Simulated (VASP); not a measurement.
# Al3Cl in VASP: a series of runs, part 2 of 2

VASP 6.6.1.

**5. Relaxation of the atoms, PBE**

INCAR reads:

```
SYSTEM = Al3Cl
  ALGO = Normal
  DIPOL = 0.5 0.5 0.364
  EDIFF = 1E-6
  EDIFFG = -0.025
  ENCUT = 520
  GGA = PE
  IBRION = 2
  IDIPOL = 3
  ISIF = 2
  ISMEAR = 0
  LASPH = .True.
  LCHARG = .False.
  LDIPOL = .True.
  LREAL = .False.
  LWAVE = .False.
  NELM = 60
  NSW = 36
  PREC = Accurate
  SIGMA = 0.1
```

KPOINTS reads:

```
k-points
0
Gamma
  9 9 1
  0 0 0
```

POSCAR reads:

```
Al3Cl
1.0
    2.8567582918      0.0000000000      0.0000000000
   -1.4283791459      2.4740252532      0.0000000000
    0.0000000000      0.0000000000     20.1013782055
Al Cl
3 1
Selective dynamics
Direct
    0.6666666667      0.3333333333      0.1989913308  F F F
    0.3333333333      0.6666666667      0.3134471548  F F F
    0.0000000000      0.0000000000      0.4278999240  F F F
    0.1666666667      0.6666666667      0.5162791116  F F T
```

Potentials or basis: VASP PAW PBE potentials, release 64 (Al, Cl).

The run is started by

```console
cat potpaw_PBE.64/Al/POTCAR potpaw_PBE.64/Cl/POTCAR > POTCAR
mpirun -np 1 vasp_std > vasp.out
```

OUTCAR:

```text
SYSTEM = Al3Cl
   EDIFF = 1E-6
   EDIFFG = -0.025
   ENCUT = 520
   GGA = PE
   IBRION = 2
   ISIF = 2
   ISMEAR = 0
   LASPH = .True.
   LREAL = .False.
   NELM = 60
   NSW = 36
   PREC = Accurate

 ion  position               nearest neighbor table
   1  0.667  0.333  0.199-   2 2.83   2 2.83   2 2.83
   2  0.333  0.667  0.313-   3 2.83   3 2.83   3 2.83   1 2.83   1 2.83   1 2.83
   3  0.000  0.000  0.428-   4 2.18   4 2.47   4 2.73   2 2.83   2 2.83   2 2.83
   4  0.167  0.667  0.516-   3 2.18   3 2.47   3 2.73

  LATTYP: Found a hexagonal cell.
 ALAT       =     2.8567582918
 C/A-ratio  =     7.0364294603

  Lattice vectors:

 A1 = (   2.8567582918,   0.0000000000,   0.0000000000)
 A2 = (  -1.4283791459,   2.4740252532,   0.0000000000)
 A3 = (   0.0000000000,   0.0000000000,  20.1013782055)

Analysis of symmetry for initial positions (statically):
=====================================================================
 Subroutine PRICEL returns:
 Original cell was already a primitive cell.

 Routine SETGRP: Setting up the symmetry group for a
 hexagonal supercell.

 Subroutine GETGRP returns: Found  1 space group operations
 (whereof  1 operations were pure point group operations)
 out of a pool of 24 trial point group operations.

The static configuration has the point symmetry C_1 .

Analysis of symmetry for dynamics (positions and initial velocities):
=====================================================================
 Subroutine PRICEL returns:
 Original cell was already a primitive cell.

 Routine SETGRP: Setting up the symmetry group for a
 hexagonal supercell.

 Subroutine GETGRP returns: Found  1 space group operations
 (whereof  1 operations were pure point group operations)
 out of a pool of 24 trial point group operations.

The dynamic configuration has the point symmetry C_1 .

Analysis of constrained symmetry for selective dynamics:
=====================================================================
 Subroutine PRICEL returns:
 Original cell was already a primitive cell.

[... 202 lines left out ...]

------------------------ aborting loop because EDIFF is reached ----------------------------------------

 vacuum level on the upper side and lower side of the slab       (xc-potential included)         0.076        -0.479

  FORCE on cell =-STRESS in cart. coord.  units (eV):
  Direction    XX          YY          ZZ          XY          YZ          ZX
  --------------------------------------------------------------------------------------
  -------------------------------------------------------------------------------------
  Total        5.0708773      5.0296466      0.8961905     -0.2696518     -0.3559942      0.2238472
  in kB       57.1860665     56.7210931     10.1066552     -3.0409585     -4.0146723      2.5244036
  external PRESSURE =      41.3379382 kB  Pullay stress =       0.0000000 kB
[... 25 lines left out ...]
--------------------------------------- Ionic step        3  -------------------------------------------

 number of electron      15.9999999 magnetization

 dipolmoment           0.000000      0.000000      0.026465 electrons x Angstroem

 Free energy of the ion-electron system (eV)
  ---------------------------------------------------
  ext. energy  EPLUGINS =         0.00000000
  ---------------------------------------------------
  free energy    TOTEN  =       -12.93967915 eV

  energy without entropy =      -12.93331410  energy(sigma->0) =      -12.93649662

 E-fermi :   1.1689     XC(G=0):  -5.4332

 val. band max:        1.0454830799   @ k =   0.3333   0.2222   0.0000
 cond. band min:       1.2131600508   @ k =   0.2222   0.0000   0.0000
 fundamental gap:      0.1676769709
 Fermi energy:         1.1689256112

 k-point     1 :       0.0000    0.0000    0.0000
  band No.  band energies     occupation
      1     -16.8341      2.00000
      2      -9.5269      2.00000
      3      -8.0411      2.00000
      4      -5.9213      2.00000
      5      -3.2587      2.00000
      6       0.1190      2.00000
      7       0.3583      2.00000
      8       0.6190      2.00000
      9       3.6437      0.00000
     10       5.3161      0.00000
     11       5.5482      0.00000
     12       7.1444      0.00000
[... 331 lines left out ...]
 k-point    24 :      -0.1111    0.4444    0.0000
  band No.  band energies     occupation
      1     -14.8312      2.00000
      2      -6.2662      2.00000
      3      -5.5406      2.00000
      4      -4.6618      2.00000
      5      -2.9558      2.00000
      6      -1.7724      2.00000
      7      -0.5160      2.00000
      8      -0.0888      2.00000
      9       1.3190      0.03386
     10       3.1515      0.00000
     11       3.9155      0.00000
     12       4.7897      0.00000

 [... further k-points ...]

------------------------ aborting loop because EDIFF is reached ----------------------------------------

 vacuum level on the upper side and lower side of the slab       (xc-potential included)        -0.086        -0.694

  FORCE on cell =-STRESS in cart. coord.  units (eV):
  Direction    XX          YY          ZZ          XY          YZ          ZX
  --------------------------------------------------------------------------------------
  -------------------------------------------------------------------------------------
  Total        5.0239756      4.9701531      0.4531160     -0.2243251     -0.2947734      0.1385889
  in kB       56.6571390     56.0501646      5.1099483     -2.5297933     -3.3242637      1.5629153
  external PRESSURE =      39.2724173 kB  Pullay stress =       0.0000000 kB
[... 19 lines left out ...]
  FREE ENERGIE OF THE ION-ELECTRON SYSTEM (eV)
  ---------------------------------------------------
  free  energy   TOTEN  =       -12.9396791467 eV

  energy  without entropy=      -12.9333141015  energy(sigma->0) =      -12.93649662

 reached required accuracy - stopping structural energy minimisation

 vacuum level on the upper side and lower side of the slab         5.635         4.981
```

OSZICAR:

```text
N       E                     dE             d eps       ncg     rms          rms(c)
DAV:   1     0.864756106783E+02    0.86476E+02   -0.55820E+03   984   0.101E+03
DAV:   2    -0.270608185750E+01   -0.89182E+02   -0.80798E+02  1504   0.166E+02
DAV:   3    -0.131896126049E+02   -0.10484E+02   -0.10029E+02  1276   0.608E+01
[... 42 lines left out ...]
DAV:   4    -0.129396764339E+02    0.14462E-02   -0.61298E-03  1244   0.525E-01    0.397E-02
DAV:   5    -0.129396721950E+02    0.42389E-05   -0.29622E-04  1160   0.134E-01    0.318E-02
DAV:   6    -0.129396832948E+02   -0.11100E-04   -0.83286E-05  1212   0.658E-02    0.226E-02
DAV:   7    -0.129396784336E+02    0.48612E-05   -0.18009E-05  1180   0.345E-02    0.142E-02
DAV:   8    -0.129396791467E+02   -0.71305E-06   -0.58774E-06  1160   0.167E-02
   3 F= -.12939679E+02 E0= -.12936497E+02  d E =-.159731E-01
```

CONTCAR:

```text
Al3Cl
   1.00000000000000
     2.8567582917999998    0.0000000000000000    0.0000000000000000
    -1.4283791458999999    2.4740252532000002    0.0000000000000000
     0.0000000000000000    0.0000000000000000   20.1013782055000014
  Al              Cl
     3     1
Selective dynamics
Direct
     0.6666666667000030    0.3333333332999970    0.1989913307999984   F   F   F
     0.3333333332999970    0.6666666667000030    0.3134471548000022   F   F   F
     0.0000000000000000    0.0000000000000000    0.4278999240000019   F   F   F
     0.1666666667000030    0.6666666667000030    0.5188566992477784   F   F   T

  0.00000000E+00  0.00000000E+00  0.00000000E+00
  0.00000000E+00  0.00000000E+00  0.00000000E+00
  0.00000000E+00  0.00000000E+00  0.00000000E+00
  0.00000000E+00  0.00000000E+00  0.00000000E+00
```

Run time: 1.9 min. Hardware: 1 thread of Intel Xeon 6975P-C (Granite Rapids), shared host; peak memory 0.31 GiB.

What came out:

```yaml
Free_energy: -12.9397 eV
Energy_gained_by_relaxing: 4.0 meV/atom
Ionic_steps: 3
Band_gap_on_the_k_mesh: zero (bands 8 and 9 overlap by 1.52 eV)
```

The path:
| step | energy change (eV) | largest force on free atoms (eV/Å) | pressure (GPa) |
| --- | --- | --- | --- |
| 1 | 0.0000 | 0.6345 | 4.45 |
| 2 | -0.0134 | 0.2478 | 4.13 |
| 3 | -0.0160 | 0.0023 | 3.93 |

Final structure:
```cif
data_structure
_symmetry_space_group_name_H-M 'P 1'
_symmetry_Int_Tables_number 1
_cell_length_a 2.8568
_cell_length_b 2.8568
_cell_length_c 20.1014
_cell_angle_alpha 90.000
_cell_angle_beta 90.000
_cell_angle_gamma 120.000
_cell_volume 142.07
loop_
_atom_site_label
_atom_site_type_symbol
_atom_site_fract_x
_atom_site_fract_y
_atom_site_fract_z
_atom_site_occupancy
Al1 Al 0.66667 0.33333 0.19899 1
Al2 Al 0.33333 0.66667 0.31345 1
Al3 Al 0.00000 0.00000 0.42790 1
Cl1 Cl 0.16667 0.66667 0.51886 1
```

Levels at points of the mesh, in eV from the Fermi level:
| k point | band 4 | band 5 | band 6 | band 7 | band 8 | band 9 | band 10 | band 11 | band 12 |
| --- | --- | --- | --- | --- | --- | --- | --- | --- | --- |
| (0.00, 0.00, 0.00) | -7.09 | -4.43 | -1.05 | -0.81 | -0.55 | 2.47 | 4.15 | 4.38 | 5.98 |

**6. Summary**

```csv
cell,gap on the mesh (eV)
"atoms relaxed, atomic positions A",none
"atoms relaxed, atomic positions B",none
"atoms relaxed, atomic positions C",none
"atoms relaxed, atomic positions D",none
```

Alike in all rows: task relaxation of the atoms; level PBE; potentials or basis VASP PAW PBE potentials, release 64 (Al, Cl); no spin polarisation; k mesh 9 × 9 × 1; cutoff (eV) 520; smearing gaussian 0.1 eV.

Absolute energies hang on the potentials; compare differences alone.

The gap in the log of VASP goes by the Fermi energy; the results here count the filled bands.